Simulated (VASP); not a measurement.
The system is ZnSe5.

```xyz
6
Lattice="6.4984 0.0000 0.0000 -3.2492 5.6278 0.0000 0.0000 0.0000 3.5911" Properties=species:S:1:pos:R:3 pbc="T T T"
Zn    0.0000    0.0000    1.7955
Se    4.4747    0.0000    0.0000
Se    3.2492    1.8759    1.7955
Se    1.0119    1.7526    0.0000
Se    0.0000    3.7519    1.7955
Se   -2.2373    3.8752    0.0000
```

| Quantity | Value |
| --- | --- |
| Program | VASP 6.6.1 |
| Task | relaxation of cell and atoms |
| Functional | PBE |
| Potentials or basis | VASP PAW PBE potentials, release 64 (Zn, Se) |
| Cutoff | 600 eV |
| k mesh | 3 × 3 × 6 |
| Occupations | gaussian, width 0.1 eV |
| Spin | no spin polarisation |

At the start: pressure 0.0 GPa; volume 21.89 Å³/atom.

Question: How do energy, volume and symmetry change on relaxing?

Answer: Over 7 steps the energy falls by 4.4 meV/atom and the volume is 21.67 Å³/atom (-1.0 %); space group P-62m (No. 189, to 0.05 Å).

The path:
| step | energy change (eV) | largest force (eV/Å) | pressure (GPa) | volume (Å³) |
| --- | --- | --- | --- | --- |
| 1 | 0.0000 | 0.0491 | 0.00 | 131.33 |
| 2 | -0.0173 | 0.0554 | -0.29 | 131.32 |
| 3 | -0.0221 | 0.0680 | -0.51 | 131.29 |
| 4 | -0.0245 | 0.0567 | 0.18 | 129.76 |
| 5 | -0.0246 | 0.0581 | 0.10 | 129.96 |
| 6 | -0.0252 | 0.0477 | 0.07 | 129.97 |
| 7 | -0.0263 | 0.0177 | 0.05 | 130.00 |

Final structure:
```
CELL_PARAMETERS angstrom
6.39231 0.00000 0.00000
-3.19615 5.53590 0.00000
0.00000 0.00000 3.67352
ATOMIC_POSITIONS crystal
Zn 0.00000 0.00000 0.50000
Se 0.68477 0.00000 0.00000
Se 0.66667 0.33333 0.50000
Se 0.31523 0.31523 0.00000
Se 0.33333 0.66667 0.50000
Se 0.00000 0.68477 0.00000
```

Caveat: the k points lie up to 0.38 Å⁻¹ apart in the final cell.
